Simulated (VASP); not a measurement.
Set up this calculation in VASP 6.6.1, as the native input.

```yaml
Task: density of states
Functional: revPBE
Potentials_or_basis: VASP PAW PBE potentials, release 64 (Ti_sv, Se)
Cutoff: 520 eV
k_mesh: 5 × 5 × 2
Occupations: methfessel-paxton, width 0.1 eV
Spin: no spin polarisation
Dipole_correction: no
k_mesh_for_the_DOS: 8 × 8 × 3
Occupations_for_the_DOS: tetrahedron
Further_INCAR_settings: ALGO = Normal; EDIFF = 1e-06
```

Ti3Se:

```
CELL_PARAMETERS angstrom
3.19745 0.00000 0.00000
-1.59872 2.76907 0.00000
0.00000 0.00000 7.94275
ATOMIC_POSITIONS crystal
Ti 0.33333 0.66667 0.22710
Ti 0.33333 0.66667 0.77290
Ti 0.66667 0.33333 0.50000
Se 0.00000 0.00000 0.00000
```

One way to write it, as run:

POSCAR

```
Ti3Se
1.0
    3.1974460000      0.0000000000      0.0000000000
   -1.5987230000      2.7690690000      0.0000000000
    0.0000000000      0.0000000000      7.9427450000
Ti Se
3 1
Direct
    0.3333333333      0.6666666667      0.2270980000
    0.3333333333      0.6666666667      0.7729020000
    0.6666666667      0.3333333333      0.5000000000
    0.0000000000      0.0000000000      0.0000000000
```

INCAR.step1

```
PREC = Accurate
ENCUT = 520
EDIFF = 1E-6
ISMEAR = 1
SIGMA = 0.1
LREAL = F
LASPH = T
NELM = 100
ALGO = Normal
ISIF = 2
LWAVE = F
LCHARG = T
LMAXMIX = 4
GGA = RE
NBANDS = 29
```

KPOINTS.step1

```
regular mesh
0
Gamma
  5 5 2
```

INCAR.step2

```
PREC = Accurate
ENCUT = 520
EDIFF = 1E-6
ISMEAR = -5
SIGMA = 0.1
LREAL = F
LASPH = T
NELM = 100
ALGO = Normal
ISIF = 2
LWAVE = F
LCHARG = F
LMAXMIX = 4
GGA = RE
LORBIT = 11
NEDOS = 1001
ICHARG = 11
```

KPOINTS.step2

```
regular mesh
0
Gamma
  8 8 3
```

Potentials or basis: VASP PAW PBE potentials, release 64 (Ti_sv, Se).

Run with:

```bash
$ cat potpaw_PBE.64/Ti_sv/POTCAR potpaw_PBE.64/Se/POTCAR > POTCAR
$ cp INCAR.step1 INCAR
$ cp KPOINTS.step1 KPOINTS
$ mpirun -np 1 vasp_std > vasp.out
$ cp INCAR.step2 INCAR
$ cp KPOINTS.step2 KPOINTS
$ mpirun -np 1 vasp_std > vasp.out
```

It gave:

| Quantity | Value |
| --- | --- |
| Valence electrons inside the program's atomic spheres | Ti 10.21, 10.14; Se 4.00 |

Caveat: the k points lie up to 0.45 Å⁻¹ apart.

Run time: 46 s on 1 thread of Intel Xeon 6975P-C, with other jobs on the host, peak memory 0.18 GiB.
